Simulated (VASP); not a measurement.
# TiTe2 in VASP: notebook, part 2 of 2

VASP 6.6.1. The steps go on from the part before.

## 3. Single point, PBE

Input file INCAR:

```
SYSTEM = TiTe2
PREC = Accurate ; ENCUT = 520
EDIFF = 1E-6 ; ISMEAR = 1
SIGMA = 0.15 ; LREAL = .FALSE.
LASPH = .TRUE. ; NELM = 100
ALGO = Normal ; ISIF = 2
LWAVE = .FALSE. ; LCHARG = .TRUE.
LDIPOL = .TRUE. ; IDIPOL = 3
DIPOL = 0.5 0.5 0.491 ; GGA = PE
LELF = .TRUE. ; LVHAR = .TRUE.
LVACPOTAV = .TRUE. ; NBANDS = 33
EFIELD = -0.1
```

Input file KPOINTS:

```
Automatic mesh
0
G
  6 6 1
  0 0 0
```

Input file POSCAR:

```
TiTe2
1.0
    3.7770000000      0.0000000000      0.0000000000
   -1.8885000000      3.2709779501      0.0000000000
    0.0000000000      0.0000000000     25.2883256000
Ti Te
2 4
Direct
    0.0000000000      0.0000000000      0.2768075716
    0.0000000000      0.0000000000      0.5337640860
    0.6666670000      0.3333330000      0.3443357436
    0.3333330000      0.6666670000      0.4662359140
    0.6666670000      0.3333330000      0.6012922580
    0.3333330000      0.6666670000      0.7231924284
```

Potentials or basis: VASP PAW PBE potentials, release 64 (Ti_sv, Te).

Command:

```sh
cat potpaw_PBE.64/Ti_sv/POTCAR potpaw_PBE.64/Te/POTCAR > POTCAR
mpirun -np 1 vasp_std > vasp.out
```

OUTCAR:

```text
SYSTEM = TiTe2
   PREC = Accurate
   ENCUT = 520
   EDIFF = 1E-6
   ISMEAR = 1
   LREAL = .FALSE.
   LASPH = .TRUE.
   NELM = 100
   ISIF = 2
   GGA = PE

 ion  position               nearest neighbor table
   1  0.000  0.000  0.277-   3 2.77   3 2.77   3 2.77
   2  0.000  0.000  0.534-   4 2.77   5 2.77   4 2.77   5 2.77   4 2.77   5 2.77
   3  0.667  0.333  0.344-   1 2.77   1 2.77   1 2.77
   4  0.333  0.667  0.466-   2 2.77   2 2.77   2 2.77
   5  0.667  0.333  0.601-   2 2.77   2 2.77   2 2.77
   6  0.333  0.667  0.723-

  LATTYP: Found a hexagonal cell.
 ALAT       =     3.7770000000
 C/A-ratio  =     6.6953469950

  Lattice vectors:

 A1 = (   3.7770000000,   0.0000000000,   0.0000000000)
 A2 = (  -1.8885000000,   3.2709779501,   0.0000000000)
 A3 = (   0.0000000000,   0.0000000000,  25.2883256000)

Analysis of symmetry for initial positions (statically):
=====================================================================
 Subroutine PRICEL returns:
 Original cell was already a primitive cell.

 Routine SETGRP: Setting up the symmetry group for a
 hexagonal supercell.

 Subroutine GETGRP returns: Found  6 space group operations
 (whereof  6 operations were pure point group operations)
 out of a pool of 24 trial point group operations.

The static configuration has the point symmetry C_3v.

Analysis of symmetry for dynamics (positions and initial velocities):
=====================================================================
 An external electric field (EFIELD) may reduce the allowed symmetry operations
 Subroutine PRICEL returns:
 Original cell was already a primitive cell.

 Routine SETGRP: Setting up the symmetry group for a
 hexagonal supercell.

 Subroutine GETGRP returns: Found  6 space group operations
 (whereof  6 operations were pure point group operations)
 out of a pool of 24 trial point group operations.

The dynamic configuration has the point symmetry C_3v.

 Subroutine INISYM returns: Found  6 space group operations
 (whereof  6 operations are pure point group operations),
 and found     1 'primitive' translations

----------------------------------------------------------------------------------------

                                     Primitive cell

  volume of cell :     312.4242

  direct lattice vectors                    reciprocal lattice vectors
     3.777000000  0.000000000  0.000000000     0.264760392  0.152859484  0.000000000
    -1.888500000  3.270977950  0.000000000     0.000000000  0.305718967  0.000000000
     0.000000000  0.000000000 25.288325600     0.000000000  0.000000000  0.039543939

  length of vectors
     3.777000000  3.777000000 25.288325600     0.305718967  0.305718967  0.039543939

  position of ions in fractional coordinates (direct lattice)
     0.000000000  0.000000000  0.276807572
     0.000000000  0.000000000  0.533764086
     0.666667000  0.333333000  0.344335744
     0.333333000  0.666667000  0.466235914
     0.666667000  0.333333000  0.601292258
     0.333333000  0.666667000  0.723192428

  ion indices of the primitive-cell ions
   primitive index   ion index
                 1           1
                 2           2
                 3           3
[... 33 lines left out ...]
  0.166667 -0.000000  0.000000      6.000000
  0.333333  0.000000  0.000000      6.000000
  0.500000 -0.000000  0.000000      3.000000
  0.166667  0.166667  0.000000      6.000000
  0.333333  0.166667  0.000000     12.000000
  0.333333  0.333333  0.000000      2.000000
   k-points           NKPTS =      7   k-points in BZ     NKDIM =      7   number of bands    NBANDS=     33
   number of dos      NEDOS =    301   number of ions     NIONS =      6
   total plane-waves  NPLWV = 150528
   dimension x,y,z NGX =    28 NGY =   28 NGZ =  192
   dimension x,y,z NGXF=    56 NGYF=   56 NGZF=  384
   ions per type =               2   4
   NGX,Y,Z   is equivalent  to a cutoff of  12.32, 12.32, 12.62 a.u.
   NGXF,Y,Z  is equivalent  to a cutoff of  24.65, 24.65, 25.24 a.u.
 SYSTEM =  TiTe2
   PREC   = accura    normal or accurate (medium, high low for compatibility)
   ISTART =      0    job   : 0-new  1-cont  2-samecut
   ICHARG =      2    charge: 1-file 2-atom 10-const
   ISPIN  =      1    spin polarized calculation?
   LNONCOLLINEAR =      F non collinear calculations
   LSORBIT =      F    spin-orbit coupling
   LASPH  =      T    aspherical Exc in radial PAW
   ENCUT  =  520.0 eV  38.22 Ry    6.18 a.u.   7.02  7.02 47.02*2*pi/ulx,y,z
   NELM   =    100;   NELMIN=  2; NELMDL= -5     # of ELM steps
   EDIFF  = 0.1E-05   stopping-criterion for ELM
   LREAL  =      F    real-space projection
   EDIFFG = 0.1E-04   stopping-criterion for IOM
   NSW    =      0    number of steps for IOM
   IBRION =     -1    ionic relax: 0-MD 1-quasi-New 2-CG
   NFREE  =      0    steps in history (QN), initial steepest desc. (CG)
   ISIF   =      2    stress and relaxation
   ISYM   =      2    0-nonsym 1-usesym 2-fastsym
   POTIM  = 0.5000    time-step for ionic-motion
   TEBEG  =    0.0;   TEEND  =   0.0 temperature during run
   PSTRESS=    0.0 pullay stress
   NELECT =      48.0000    total number of electrons
   NUPDOWN=      -1.0000    fix difference up-down
   EMIN   =  10.00;   EMAX   =-10.00  energy-range for DOS
   EFERMI =   0.00;   METHOD = LEGACY
   ISMEAR =     1;   SIGMA  =   0.15  broadening in eV -4-tet -1-fermi 0-gaus
   EFERMI_NEDOS =   21; number of points for ismear=-14 and -15
   IALGO  =     38    algorithm
   IMIX   =      4    mixing-type and parameters
     AMIX     =   0.40;   BMIX     =  1.00
     AMIX_MAG =   1.60;   BMIX_MAG =  1.00
  volume/ion in A,a.u.               =      52.07       351.39
  Fermi-wavevector in a.u.,A,eV,Ry     =   0.876813  1.656936 10.460175  0.768801
  Thomas-Fermi vector in A             =   1.996675
   LORBIT       =      0    0 simple, 1 ext, 2 COOP (PROOUT), +10 PAW based schemes
   GGA     = PE    functional components
   LHFCALC =     F    Hartree Fock is set to
   AEXX    =    0.0000 exact exchange contribution
   IVDW    =     0    specifies the selected vdW correction
   LEPSILON=     F    determine dielectric tensor
   LRPA    =     F    only Hartree local field effects (RPA)
 non-spin polarized calculation
 Methfessel and Paxton  Order N= 1 SIGMA  =   0.15
  energy-cutoff  :      520.00
  volume of cell :      312.42
 maximum number of plane-waves:      8441
 NGX is ok and might be reduce to    28
   NGX = 13   NGY = 13   NGZ = 95

 dipolmoment           0.000000      0.000000     -0.002819 electrons x Angstroem

 number of electron      47.9999987 magnetization

 dipolmoment           0.000000      0.000000      0.043935 electrons x Angstroem

 Free energy of the ion-electron system (eV)
  ---------------------------------------------------
  ext. energy  EPLUGINS =         0.00000000
  ---------------------------------------------------
  free energy    TOTEN  =       -28.38372480 eV

  energy without entropy =      -28.38021075  energy(sigma->0) =      -28.38255345

 E-fermi :   1.2084     XC(G=0):  -5.9387

 val. band max:        1.2076880709   @ k =   0.5000  -0.0000   0.0000
 cond. band min:       1.2773661560   @ k =   0.3333   0.0000   0.0000
 fundamental gap:      0.0696780851
 Fermi energy:         1.2083931591

 k-point     1 :       0.0000    0.0000    0.0000
  band No.  band energies     occupation
      1     -56.3551      2.00000
      2     -56.0348      2.00000
      3     -32.7272      2.00000
      4     -32.5408      2.00000
      5     -32.5408      2.00000
      6     -32.2819      2.00000
[... 241 lines left out ...]
     32       3.2541     -0.00000
     33       3.9785     -0.00000

------------------------ aborting loop because EDIFF is reached ----------------------------------------

  FORCE on cell =-STRESS in cart. coord.  units (eV):
  Direction    XX          YY          ZZ          XY          YZ          ZX
  --------------------------------------------------------------------------------------
  -------------------------------------------------------------------------------------
  Total       -4.4950122     -4.4950122     -1.5149034      0.0000000      0.0000000      0.0000000
  in kB      -23.0513723    -23.0513723     -7.7687444      0.0000000      0.0000000      0.0000000
  external PRESSURE =     -17.9571630 kB  Pullay stress =       0.0000000 kB

 VOLUME and BASIS-vectors are now :
 -----------------------------------------------------------------------------
  energy-cutoff  :      520.00
  volume of cell :      312.42
      direct lattice vectors                 reciprocal lattice vectors
     3.777000000  0.000000000  0.000000000     0.264760392  0.152859484  0.000000000
    -1.888500000  3.270977950  0.000000000     0.000000000  0.305718967  0.000000000
     0.000000000  0.000000000 25.288325600     0.000000000  0.000000000  0.039543939

 POSITION                                       TOTAL-FORCE (eV/Angst)
 -----------------------------------------------------------------------------------
      0.00000      0.00000      7.00000        -0.000000      0.000000      0.893815
      0.00000      0.00000     13.49800         0.000000      0.000000      0.169063
      1.88850      1.09032      8.70767         0.000000     -0.000000     -0.953038
     -0.00000      2.18065     11.79033        -0.000000      0.000000     -0.088420
      1.88850      1.09032     15.20567         0.000000      0.000000      0.100196
     -0.00000      2.18065     18.28833         0.000000      0.000000     -0.121615
 -----------------------------------------------------------------------------------
    total drift:                                0.000132     -0.000076      0.001213

  FREE ENERGIE OF THE ION-ELECTRON SYSTEM (eV)
  ---------------------------------------------------
  free  energy   TOTEN  =       -28.3837247955 eV

  energy  without entropy=      -28.3802107487  energy(sigma->0) =      -28.38255345
```

Run time: 4.1 min. Hardware: 1 thread of Intel Xeon Platinum 8375C at 2.90GHz (Ice Lake), shared host; peak memory 0.4 GiB.

What came out:

- Free energy: -28.3837 eV
- Largest force: 0.953 eV/Å
- Band gap on the k mesh: zero (band 24 reaches 1.82 eV, above the bottom of band 25 at 1.12 eV)

Forces in eV/Å, atoms in the order of the input:
```
Ti   0.000  0.000  0.894
Ti   0.000  0.000  0.169
Te   0.000  0.000 -0.953
Te   0.000  0.000 -0.088
Te   0.000  0.000  0.100
Te   0.000  0.000 -0.122
```

Levels at points of the mesh, in eV from the Fermi level:
```tsv
k point	band 21	band 22	band 23	band 24	band 25	band 26	band 27	band 28
(0.00, 0.00, 0.00)	-0.04	0.57	0.57	0.61	0.61	0.84	1.07	1.07
(0.50, 0.00, 0.00)	-1.54	-0.70	-0.27	0.00	0.09	0.27	0.64	1.05
```

Caveat: spin-orbit coupling is left out, which moves the levels of the heavy elements.

## 4. Single point, PBE

Input file INCAR:

```
SYSTEM = TiTe2
PREC = Accurate
ENCUT = 520
EDIFF = 1E-7
ISMEAR = 1
SIGMA = 0.15
LREAL = .False.
LASPH = .True.
NELM = 60
ALGO = Normal
ISIF = 2
LWAVE = .False.
LCHARG = .False.
LDIPOL = .True.
IDIPOL = 3
DIPOL = 0.5 0.5 0.491
GGA = PE
EFIELD = -0.2
NBANDS = 33
```

Input file KPOINTS:

```
regular mesh
0
Gamma
  6 6 1
  0 0 0
```

POSCAR is that of step 3.

Command:

```sh
cat potpaw_PBE.64/Ti_sv/POTCAR potpaw_PBE.64/Te/POTCAR > POTCAR
mpirun -np 1 vasp_std > vasp.out
```

Run time: 3.1 min. Hardware: 1 thread of Intel Xeon Platinum 8375C at 2.90GHz (Ice Lake), shared host; peak memory 0.41 GiB.

The run converged. Its results:

```yaml
Free_energy: -28.3846 eV
Largest_force: 0.952 eV/Å
Band_gap_on_the_k_mesh: zero (band 24 reaches 1.81 eV, above the bottom of band 25 at 1.11 eV)
```

Forces on the atoms (eV/Å):
```
Ti   0.000  0.000  0.892
Ti   0.000  0.000  0.166
Te   0.000  0.000 -0.952
Te   0.000  0.000 -0.088
Te   0.000  0.000  0.105
Te   0.000  0.000 -0.124
```

Levels at points of the mesh, in eV from the Fermi level:
| k point | band 21 | band 22 | band 23 | band 24 | band 25 | band 26 | band 27 | band 28 |
| --- | --- | --- | --- | --- | --- | --- | --- | --- |
| (0.00, 0.00, 0.00) | -0.04 | 0.57 | 0.57 | 0.62 | 0.62 | 0.84 | 1.07 | 1.07 |
| (0.50, 0.00, 0.00) | -1.54 | -0.70 | -0.27 | 0.00 | 0.09 | 0.27 | 0.64 | 1.04 |

Caveat: spin-orbit coupling is left out, which moves the levels of the heavy elements.

## 5. Single point, PBE

Input file INCAR:

```
ALGO = Normal
DIPOL = 0.5 0.5 0.491
EDIFF = 1E-7
EFIELD = -0.3
ENCUT = 520
GGA = PE
IDIPOL = 3
ISIF = 2
ISMEAR = 1
LASPH = T
LCHARG = F
LDIPOL = T
LREAL = F
LWAVE = F
NBANDS = 33
NELM = 100
PREC = Accurate
SIGMA = 0.15
```

Input file KPOINTS:

```
k-points
0
Gamma
  6 6 1
```

POSCAR is that of step 4.

Potentials or basis: VASP PAW PBE potentials, release 64 (Ti_sv, Te).

Command:

```sh
cat potpaw_PBE.64/Ti_sv/POTCAR potpaw_PBE.64/Te/POTCAR > POTCAR
mpirun -np 1 vasp_std > vasp.out
```

OUTCAR:

```text
EDIFF = 1E-7
   ENCUT = 520
   GGA = PE
   ISIF = 2
   ISMEAR = 1
   LASPH = T
   LREAL = F
   NELM = 100
   PREC = Accurate

 ion  position               nearest neighbor table
   1  0.000  0.000  0.277-   3 2.77   3 2.77   3 2.77
   2  0.000  0.000  0.534-   4 2.77   5 2.77   4 2.77   5 2.77   4 2.77   5 2.77
   3  0.667  0.333  0.344-   1 2.77   1 2.77   1 2.77
   4  0.333  0.667  0.466-   2 2.77   2 2.77   2 2.77
   5  0.667  0.333  0.601-   2 2.77   2 2.77   2 2.77
   6  0.333  0.667  0.723-

  LATTYP: Found a hexagonal cell.
[... 446 lines left out ...]
  Total       -4.5232376     -4.5232376     -1.5446454      0.0000000      0.0000000     -0.0000000
  in kB      -23.1961181    -23.1961181     -7.9212679      0.0000000      0.0000000     -0.0000000
  external PRESSURE =     -18.1045014 kB  Pullay stress =       0.0000000 kB

 VOLUME and BASIS-vectors are now :
 -----------------------------------------------------------------------------
  energy-cutoff  :      520.00
  volume of cell :      312.42
      direct lattice vectors                 reciprocal lattice vectors
     3.777000000  0.000000000  0.000000000     0.264760392  0.152859484  0.000000000
    -1.888500000  3.270977950  0.000000000     0.000000000  0.305718967  0.000000000
     0.000000000  0.000000000 25.288325600     0.000000000  0.000000000  0.039543939

 POSITION                                       TOTAL-FORCE (eV/Angst)
 -----------------------------------------------------------------------------------
      0.00000      0.00000      7.00000         0.000000     -0.000000      0.890146
      0.00000      0.00000     13.49800         0.000000     -0.000000      0.163757
      1.88850      1.09032      8.70767         0.000000     -0.000000     -0.951528
     -0.00000      2.18065     11.79033        -0.000000     -0.000000     -0.087501
      1.88850      1.09032     15.20567         0.000000      0.000000      0.110228
     -0.00000      2.18065     18.28833        -0.000000      0.000000     -0.125102
 -----------------------------------------------------------------------------------
    total drift:                                0.000132     -0.000076      0.001729

  FREE ENERGIE OF THE ION-ELECTRON SYSTEM (eV)
  ---------------------------------------------------
  free  energy   TOTEN  =       -28.3960050949 eV

  energy  without entropy=      -28.3926200964  energy(sigma->0) =      -28.39487676

 vacuum level on the upper side and lower side of the slab         8.370         3.289
```

OSZICAR:

```text
N       E                     dE             d eps       ncg     rms          rms(c)
DAV:   1     0.394293765723E+03    0.39429E+03   -0.20811E+04   550   0.123E+03
DAV:   2     0.182141202832E+02   -0.37608E+03   -0.36081E+03   523   0.316E+02
DAV:   3    -0.271646887615E+02   -0.45379E+02   -0.44294E+02   740   0.983E+01
[... 13 lines left out ...]
DAV:  67    -0.283960049475E+02    0.26099E-06   -0.50523E-07   436   0.315E-03    0.142E-02
DAV:  68    -0.283960051785E+02   -0.23106E-06   -0.55496E-07   477   0.287E-03    0.793E-03
DAV:  69    -0.283960050160E+02    0.16253E-06   -0.13463E-07   294   0.173E-03    0.628E-03
DAV:  70    -0.283960051300E+02   -0.11406E-06   -0.29018E-08   260   0.973E-04    0.557E-03
DAV:  71    -0.283960050949E+02    0.35166E-07   -0.94462E-08   287   0.126E-03
   1 F= -.28396005E+02 E0= -.28394877E+02  d E =-.338500E-02
```

stdout:

```text
POSCAR found type information on POSCAR TiTe
 POSCAR found :  2 types and       6 ions
 scaLAPACK will be used
 LDA part: xc-table for (Slater+PW92), standard interpolation
 POSCAR, INCAR and KPOINTS ok, starting setup
 FFT: planning ... GRIDC
 FFT: planning ... GRID_SOFT
 FFT: planning ... GRID
 WAVECAR not read
 entering main loop
```

Run time: 6.7 min. Hardware: 1 thread of Intel Xeon Platinum 8375C at 2.90GHz (Ice Lake), shared host; peak memory 0.4 GiB.

What came out:

```
Free energy            : -28.3960 eV
Largest force          : 0.952 eV/Å
Band gap on the k mesh : zero (band 24 reaches 1.80 eV, above the bottom of band 25 at 1.09 eV)
```

Forces in eV/Å, atoms in the order of the input:
```
Ti   0.000  0.000  0.890
Ti   0.000  0.000  0.164
Te   0.000  0.000 -0.952
Te   0.000  0.000 -0.088
Te   0.000  0.000  0.110
Te   0.000  0.000 -0.125
```

Levels at points of the mesh, in eV from the Fermi level:
```tsv
k point	band 20	band 21	band 22	band 23	band 24	band 25	band 26	band 27	band 28	band 29
(0.00, 0.00, 0.00)	-0.44	-0.05	0.57	0.57	0.62	0.62	0.84	1.07	1.07	1.20
(0.50, 0.00, 0.00)	-1.59	-1.54	-0.70	-0.27	0.00	0.09	0.28	0.64	1.04	1.26
```

Caveat: spin-orbit coupling is left out, which moves the levels of the heavy elements.

## 6. Summary

| electric field (eV/Å) | gap on the mesh (eV) | largest force (eV/Å) |
| --- | --- | --- |
| - | none | 0.95 |
| 0.1 | none | 0.95 |
| 0.2 | none | 0.95 |
| 0.3 | none | 0.95 |

Alike in all rows: task single point; level PBE; potentials or basis VASP PAW PBE potentials, release 64 (Ti_sv, Te); no spin polarisation; cell as given; k mesh 6 × 6 × 1; cutoff (eV) 520; smearing methfessel-paxton 0.15 eV.

Every run on the cell as given and a fine mesh finds a metal.

Caveats: spin-orbit coupling is left out, which moves the levels of the heavy elements.

Absolute energies hang on the potentials; compare differences alone.
